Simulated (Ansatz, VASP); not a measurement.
# SiC: VASP beside Ansatz

Contents of INCAR:

```
PREC = Accurate
ENCUT = 520
EDIFF = 1E-6
ISMEAR = -1
SIGMA = 0.02
LREAL = False
LASPH = True
NELM = 60
ALGO = Normal
ISIF = 2
LWAVE = False
LCHARG = False
GGA = PE
NBANDS = 16
```

KPOINTS

```
Automatic mesh
0
Gamma
  12 12 6
```

POSCAR

```
SiC
1.0
    3.2291240577      0.0000000000      0.0000000000
   -1.6145620289      2.7965034660      0.0000000000
    0.0000000000      0.0000000000      5.3005135055
Si C
2 2
Direct
    0.3333333333      0.6666666667     -0.0005783930
    0.6666666667      0.3333333333      0.4994216070
    0.3333333333      0.6666666667      0.3755783930
    0.6666666667      0.3333333333      0.8755783930
```

Input for Ansatz:

```yaml
crystal:
  lattice:
    - [3.2291240577, 0.0, 0.0]
    - [-1.6145620289, 2.796503466, 0.0]
    - [0.0, 0.0, 5.3005135055]
  atoms:
    - { symbol: Si, position: [0.3333333333, 0.6666666667, -0.000578393] }
    - { symbol: Si, position: [0.6666666667, 0.3333333333, 0.499421607] }
    - { symbol: C, position: [0.3333333333, 0.6666666667, 0.375578393] }
    - { symbol: C, position: [0.6666666667, 0.3333333333, 0.875578393] }
kpoints:
  mp_grid: { grid: [12, 12, 6] }
  band_path:
    path:
      - [0.0, 0.0, 0.0]
      - [0.5, 0.0, 0.0]
      - [0.3333333333, 0.3333333333, 0.0]
      - [0.0, 0.0, 0.5]
      - [0.5, 0.0, 0.5]
      - [0.3333333333, 0.3333333333, 0.5]
    npoints: 1
hamiltonian:
  xc: pbe
scf:
  occupations: { method: fermi_dirac, width: 0.02 }
  n_extra_bands: 5
output:
  forces: true
  stress: true
  eigenvalues: true
```

Change from the starting cell: hydrostatic strain +5.0%.

Alike in both runs: task single point; functional PBE; k mesh 12 × 12 × 6; occupations fermi-dirac, width 0.02 eV; no spin polarisation.

|  | VASP | Ansatz |
| --- | --- | --- |
| version | VASP 6.6.1 | Ansatz 0.2.0 |
| potentials or method | VASP PAW PBE potentials, release 64 (Si, C) | plane waves, PAW |
| plane-wave cutoff (eV) | 520 | 420 |
| valence electrons in the cell | 16 | 16 |

|  | VASP | Ansatz | Ansatz less VASP |
| --- | --- | --- | --- |
| gap on the k mesh at the Fermi level (eV) | 2.53 | 2.53 | +0.002 |
| pressure (GPa) | -21.4 | -21.4 | +0.01 |
| traceless stress, the component that is largest in VASP (GPa) | 0.25 | 0.25 | 0.000 |
